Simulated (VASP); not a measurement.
Write the native input for VASP 6.6.1 that does the following.

| Item | Value |
| --- | --- |
| Task | single point |
| Functional | PBE |
| Potentials or basis | VASP PAW PBE potentials, release 64 (Ru_pv) |
| Cutoff | 520 eV |
| k mesh | 24 × 24 × 14 |
| Occupations | gaussian, width 0.15 eV |
| Spin | no spin polarisation |
| Dipole correction | no |
| Further INCAR settings | ALGO = Fast; EDIFF = 1e-07; NBANDS = 21 |

The structure of Ru lies in POSCAR:

```
Ru
1.0
    2.6520244636      0.0000000000      0.0000000000
   -1.3260122318      2.2967205569      0.0000000000
    0.0000000000      0.0000000000      4.1893502591
Ru
2
Direct
    0.3333333333      0.6666666667      0.2500000000
    0.6666666667      0.3333333333      0.7500000000
```

This cell differs from its parent crystal: strain -0.025 along x and y, -0.025 along z.

These files were run (other wordings do the same):

INCAR

```
SYSTEM = Ru
PREC = Accurate ; ENCUT = 520
EDIFF = 1E-7 ; ISMEAR = 0
SIGMA = 0.15 ; LREAL = .FALSE.
LASPH = .TRUE. ; NELM = 80
ALGO = Fast ; ISIF = 2
LWAVE = .FALSE. ; LCHARG = .TRUE.
GGA = PE ; LELF = .TRUE.
LVHAR = .TRUE. ; NBANDS = 21
```

KPOINTS

```
regular mesh
0
G
  24 24 14
  0 0 0
```

Potentials or basis: VASP PAW PBE potentials, release 64 (Ru_pv).

Command:

```console
$ cat potpaw_PBE.64/Ru_pv/POTCAR > POTCAR
$ mpirun -np 1 vasp_std > vasp.out
```

It gave:

```yaml
Pressure: 28.6 GPa
Band_gap_on_the_k_mesh: zero (bands 14 and 15 overlap by 3.50 eV)
```

Caveat: the cell differs from its parent crystal (strain -0.025 along x and y, -0.025 along z); the cell stands under pressure.

Wall time 5.3 min on 1 thread of AMD EPYC 7R43 64-Core Processor (Zen 3), with other jobs on the host, peak memory 0.26 GiB.
